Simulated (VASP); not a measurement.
## Al: single point with revPBE+D4

Al:

```
Al
1.0
    -1.58673    1.58673    1.58673
     1.58673   -1.58673    1.58673
     1.58673    1.58673   -1.58673
Al
1
Direct
  0.00000 0.00000 0.00000
```

```json
{
 "Program": "VASP 6.6.1",
 "Task": "single point",
 "Functional": "revPBE",
 "Dispersion": "D4",
 "Potentials or basis": "VASP PAW PBE potentials, release 64 (Al)",
 "Cutoff": "520 eV",
 "k mesh": "12 × 12 × 12",
 "Occupations": "fermi-dirac, width 0.05 eV",
 "Spin": "no spin polarisation"
}
```

| Property | Result |
| --- | --- |
| Pressure | -0.2 GPa |
| Dispersion energy per atom | -0.582 eV |

Levels at points of the mesh, in eV from the Fermi level:
| k point | band 1 | band 2 | band 3 | band 4 |
| --- | --- | --- | --- | --- |
| (0.00, 0.00, 0.00) | -11.35 | 13.46 | 13.46 | 13.46 |
| (0.50, 0.00, 0.00) | -4.45 | -3.87 | 8.32 | 8.47 |
| (0.50, 0.50, 0.50) | 1.94 | 1.94 | 1.94 | 2.90 |

Wall time 9 s on 1 thread of AMD EPYC 7R43 64-Core Processor (Zen 3) (shared host), peak memory 0.09 GiB.

Caveat: the PAW data sets were made with another functional, which shifts forces and pressure a little; pairwise dispersion overbinds metals, which lowers pressure and volume.
